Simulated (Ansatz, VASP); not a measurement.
## Two plane-wave programs on P

```
CELL_PARAMETERS angstrom
-3.12106 3.12106 2.33179
3.12106 -3.12106 2.33179
3.12106 3.12106 -2.33179
ATOMIC_POSITIONS crystal
P 0.00000 0.00000 0.00000
P 0.75000 0.25000 0.50000
P 0.37500 0.62500 0.75000
P 0.37500 0.12500 0.75000
P 0.37500 0.62500 0.25000
P 0.87500 0.62500 0.25000
```

Alike in both runs: functional PBE; k mesh 10 × 10 × 10; occupations gaussian, width 0.1 eV; no spin polarisation.

Ansatz relaxed the structure, and its values are those at the end. VASP's run is a single point on that final structure, the one shown.

|  | VASP | Ansatz |
| --- | --- | --- |
| version | VASP 6.6.1 | Ansatz 0.2.0 |
| potentials or method | VASP PAW PBE potentials, release 64 (P), cutoff 520 eV | scalar-relativistic, plane waves, PAW |
| valence electrons in the cell | 30 | 30 |

```csv
,VASP,Ansatz,Ansatz less VASP
gap on the k mesh at the Fermi level (eV),none,none,-
pressure (GPa),-0.2,0.0,+0.26
```

A gap of «none» marks a metal or a gap that the smearing closes. With one functional, cell and mesh, what is left measures potentials, basis and numerics.
